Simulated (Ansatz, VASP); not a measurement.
PbS: VASP beside Ansatz

INCAR

```
SYSTEM = PbS
PREC     = Accurate       ! precision mode
ENCUT    = 600            ! plane-wave cutoff, eV
EDIFF    = 1E-7           ! SCF threshold, eV
ISMEAR   = 0              ! smearing method
SIGMA    = 0.1            ! smearing width, eV
LREAL    = .False.        ! projectors in reciprocal space
LASPH    = .True.         ! aspherical terms in the spheres
NELM     = 100            ! most SCF steps
ALGO     = Normal         ! electronic algorithm
ISIF     = 3              ! what is computed and relaxed
LWAVE    = .False.        ! write WAVECAR
LCHARG   = .False.        ! write CHGCAR
GGA      = PE             ! functional
IBRION   = 2              ! ionic algorithm
NSW      = 90             ! ionic steps
EDIFFG   = -0.04          ! ionic threshold
```

KPOINTS

```
regular mesh
0
Gamma
  6 6 4
  0 0 0
```

File POSCAR:

```
PbS
1.0
    4.5030000000      0.0000000000      0.0000000000
   -2.2515000000      3.8997123900      0.0000000000
    0.0000000000      0.0000000000      7.4088481300
Pb S
2 2
Direct
    0.3333333300      0.6666666700      0.3731349300
    0.6666666700      0.3333333300      0.8731349300
    0.3333333300      0.6666666700      0.0000000000
    0.6666666700      0.3333333300      0.5000000000
```

Input for Ansatz:

```yaml
crystal:
  lattice:
    - [4.503, 0.0, 0.0]
    - [-2.2515, 3.89971239, 0.0]
    - [0.0, 0.0, 7.40884813]
  atoms:
    - { symbol: Pb, position: [0.33333333, 0.66666667, 0.37313493] }
    - { symbol: Pb, position: [0.66666667, 0.33333333, 0.87313493] }
    - { symbol: S, position: [0.33333333, 0.66666667, 0.0] }
    - { symbol: S, position: [0.66666667, 0.33333333, 0.5] }
basis:
  ecutwfc: 420
kpoints:
  mp_grid: { grid: [6, 6, 4] }
hamiltonian:
  xc: pbe
scf:
  occupations: { method: gaussian, width: 0.1 }
  lower_state_search: "off"
output:
  forces: true
  stress: true
  eigenvalues: true
relax:
  adjacent_minimum: "off"
  f_tol: 0.04
  max_steps: 70
  cell: { stress_tol: 0.4 }
```

Alike in both runs: task relaxation of cell and atoms; functional PBE; k mesh 6 × 6 × 4; occupations gaussian, width 0.1 eV; no spin polarisation.

|  | VASP | Ansatz |
| --- | --- | --- |
| version | VASP 6.6.1 | Ansatz 0.2.0 |
| potentials or method | VASP PAW PBE potentials, release 64 (Pb_d, S), cutoff 600 eV | scalar-relativistic, plane waves, PAW |
| valence electrons in the cell | 40 | 40 |

Ansatz gave:

| Property | Result |
| --- | --- |
| gap on the k mesh at the Fermi level, each at its own relaxed structure (eV) | 1.47 |
| relaxed volume (Å³/atom) | 33.05 |
| relaxed length of the cell vector where the two differ most in proportion (Å) | 6.050 |

**Question.** Estimate VASP's values.

**Answer.** gap on the k mesh at the Fermi level, each at its own relaxed structure (eV): 1.54; relaxed volume (Å³/atom): 33.17; relaxed length of the cell vector where the two differ most in proportion (Å): 6.095.

Spin-orbit coupling is off throughout.
